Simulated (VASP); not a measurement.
Crystal: C.

```
C
1.0
     2.52000    0.00000    0.00000
    -1.26000    2.18238    0.00000
     0.00000    0.00000    4.12000
C
4
Cartesian
  0.0000 1.4549 0.2575
  1.2600 0.7275 2.3175
  0.0000 1.4549 1.8025
  1.2600 0.7275 3.8625
```

* Program: VASP 6.6.1
* Task: relaxation of cell and atoms
* Functional: RPBE
* Potentials or basis: VASP PAW PBE potentials, release 64 (C)
* Cutoff: 600 eV
* k mesh: 8 × 8 × 4
* Occupations: fermi-dirac, width 0.05 eV
* Spin: no spin polarisation

At the start: pressure 9.7 GPa; volume 5.66 Å³/atom.

Problem. How do energy, volume and symmetry change on relaxing?

Solution. Over 4 steps the energy falls by 8.4 meV/atom and the volume is 5.79 Å³/atom (+2.2 %); space group P6_3/mmc (No. 194, to 0.05 Å).

Step by step:
| step | energy change (eV) | largest force (eV/Å) | pressure (GPa) | volume (Å³) |
| --- | --- | --- | --- | --- |
| 1 | 0.0000 | 0.0409 | 9.69 | 22.66 |
| 2 | 0.0150 | 0.1464 | -10.69 | 23.79 |
| 3 | -0.0335 | 0.0073 | -0.21 | 23.16 |
| 4 | -0.0335 | 0.0061 | -0.02 | 23.15 |

Final structure:
```
C
1.0
     2.52369    0.00000    0.00000
    -1.26184    2.18558    0.00000
     0.00000    0.00000    4.19771
C
4
Cartesian
  0.0000 1.4571 0.2633
  1.2618 0.7285 2.3621
  0.0000 1.4571 1.8356
  1.2618 0.7285 3.9344
```

Caveat: the PAW data sets were made with another functional, which shifts forces and pressure a little.
